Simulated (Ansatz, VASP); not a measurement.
**BaTiO3 in VASP and in Ansatz**

Contents of POSCAR:

```
BaTiO3
1.0
    2.7659750502      1.5969364398      2.2629687754
   -2.7659750502      1.5969364398      2.2629687754
    0.0000000000     -3.1938728796      2.2629687754
Ba Ti O
1 1 3
Direct
    0.9999656897      0.9999656897      0.9999656897
    0.5077048750      0.5077048750      0.5077048750
    0.4922539385      0.4922539385      0.9865215584
    0.4922539385      0.9865215584      0.4922539385
    0.9865215584      0.4922539385      0.4922539385
```

File INCAR.step1:

```
ALGO = Normal ; EDIFF = 1E-4
ENCUT = 520 ; GGA = PE
ISMEAR = 0 ; LASPH = True
LCHARG = False ; LDAU = True
LDAUJ = 0 0 0 ; LDAUL = -1 2 -1
LDAUTYPE = 2 ; LDAUU = 0 4 0
LMAXMIX = 4 ; LREAL = False
LWAVE = True ; NBANDS = 28
NELM = 150 ; PREC = Accurate
SIGMA = 0.05
```

Contents of INCAR.step2:

```
ALGO = Normal ; EDIFF = 1E-7
ENCUT = 520 ; ISIF = 2
ISMEAR = 0 ; ISTART = 1
LASPH = True ; LCHARG = False
LDAU = True ; LDAUJ = 0 0 0
LDAUL = -1 2 -1 ; LDAUPRINT = 1
LDAUTYPE = 2 ; LDAUU = 0 4 0
LMAXMIX = 4 ; LMIXTAU = True
LREAL = False ; LWAVE = False
METAGGA = R2SCAN ; NBANDS = 28
NELM = 150 ; PREC = Accurate
SIGMA = 0.05
```

Contents of KPOINTS:

```
k-points
0
Gamma
  6 6 6
```

Input for Ansatz:

```yaml
crystal:
  lattice:
    - [2.7659750502, 1.5969364398, 2.2629687754]
    - [-2.7659750502, 1.5969364398, 2.2629687754]
    - [0.0, -3.1938728796, 2.2629687754]
  atoms:
    - { symbol: Ba, position: [0.9999656897, 0.9999656897, 0.9999656897] }
    - { symbol: Ti, position: [0.507704875, 0.507704875, 0.507704875] }
    - { symbol: O, position: [0.4922539385, 0.4922539385, 0.9865215584] }
    - { symbol: O, position: [0.4922539385, 0.9865215584, 0.4922539385] }
    - { symbol: O, position: [0.9865215584, 0.4922539385, 0.4922539385] }
basis:
  ecutwfc: 500
kpoints:
  mp_grid: { grid: [6, 6, 6] }
hamiltonian:
  xc: r2scan
  hubbard: { sites: [{ species: Ti, l: d, u_eff: 4.0 }] }
scf:
  occupations: { method: gaussian, width: 0.05 }
output:
  forces: true
  stress: true
  eigenvalues: true
```

Change from the starting cell: strain -0.025 along x and y, -0.025 along z, atoms carried along.

Alike in both runs: task single point; functional r2SCAN; k mesh 6 × 6 × 6; occupations gaussian, width 0.05 eV; no spin polarisation; Hubbard terms Ti d U = 4.0 eV.

|  | VASP | Ansatz |
| --- | --- | --- |
| version | VASP 6.6.1 | Ansatz 0.2.0 |
| potentials or method | VASP PAW PBE potentials, release 64 (Ba_sv, Ti_sv, O), cutoff 520 eV | scalar-relativistic, plane waves, PAW |
| valence electrons in the cell | 40 | 40 |

|  | VASP | Ansatz | Ansatz less VASP |
| --- | --- | --- | --- |
| gap on the k mesh at the Fermi level (eV) | 3.12 | 3.13 | +0.016 |
| least direct gap on the mesh (eV) | 3.34 | 3.32 | -0.024 |
| pressure (GPa) | 20.8 | 15.8 | -5.04 |
| traceless stress, the component that is largest in VASP (GPa) | -0.50 | -0.29 | +0.212 |
| rms of the force components (eV/Å) | 0.458 | 0.236 | -0.2221 |

VASP's potentials were made for PBE, not for r2SCAN. The programs project onto different local orbitals, so the same U acts differently, and such runs can settle in different states. Atom by atom the forces differ by 0.223 eV/Å (rms over components).

Spin-orbit coupling is off throughout.
